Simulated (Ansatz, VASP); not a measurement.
**HfB2: VASP beside Ansatz**

Contents of INCAR:

```
ALGO = Normal
EDIFF = 1E-6
ENCUT = 520
GGA = PS
ISIF = 2
ISMEAR = -1
LASPH = T
LCHARG = T
LELF = T
LREAL = F
LVHAR = T
LWAVE = F
NBANDS = 15
NELM = 100
PREC = Accurate
SIGMA = 0.05
```

KPOINTS

```
k-points
0
Gamma
  13 13 11
```

File POSCAR:

```
HfB2
1.0
    3.1189256393      0.0000000000      0.0000000000
   -1.5594628197      2.7010688362      0.0000000000
    0.0000000000      0.0000000000      3.4566435916
Hf B
1 2
Direct
    0.0000000000      0.0000000000      0.0000000000
    0.3333333333      0.6666666667      0.5000000000
    0.6666666667      0.3333333333      0.5000000000
```

Input for Ansatz:

```yaml
crystal:
  lattice:
    - [3.1189256393, 0.0, 0.0]
    - [-1.5594628197, 2.7010688362, 0.0]
    - [0.0, 0.0, 3.4566435916]
  atoms:
    - { symbol: Hf, position: [0.0, 0.0, 0.0] }
    - { symbol: B, position: [0.3333333333, 0.6666666667, 0.5] }
    - { symbol: B, position: [0.6666666667, 0.3333333333, 0.5] }
kpoints:
  mp_grid: { grid: [13, 13, 11] }
  band_path:
    path:
      - [0.0, 0.0, 0.0]
      - [0.5, 0.0, 0.0]
      - [0.3333333333, 0.3333333333, 0.0]
      - [0.0, 0.0, 0.0]
      - [0.0, 0.0, 0.5]
      - [0.5, 0.0, 0.5]
      - [0.3333333333, 0.3333333333, 0.5]
      - [0.0, 0.0, 0.5]
      - [0.5, 0.0, 0.5]
    npoints: 5
scf:
  occupations: { method: fermi_dirac, width: 0.05 }
hamiltonian:
  xc: pbesol
  pseudopotentials: { kind: all_electron, lapw: { basis_error: 0.0005 } }
output:
  forces: true
  stress: true
  eigenvalues: true
```

Change from the starting cell: volume scaled by 0.98.

Alike in both runs: task single point; functional PBEsol; k mesh 13 × 13 × 11; occupations fermi-dirac, width 0.05 eV; no spin polarisation.

|  | VASP | Ansatz |
| --- | --- | --- |
| version | VASP 6.6.1 | Ansatz 0.2.0 |
| potentials or method | VASP PAW PBE potentials, release 64 (Hf_pv, B), cutoff 520 eV | all-electron LAPW, scalar-relativistic |

```csv
,VASP,Ansatz,Ansatz less VASP
pressure (GPa),0.7,0.8,+0.10
"traceless stress, the component that is largest in VASP (GPa)",-1.17,-1.33,-0.156
```

VASP's potentials were made for PBE, not for PBEsol. Ansatz ran all-electron here, and VASP with PAW potentials.

Spin-orbit coupling is off throughout.
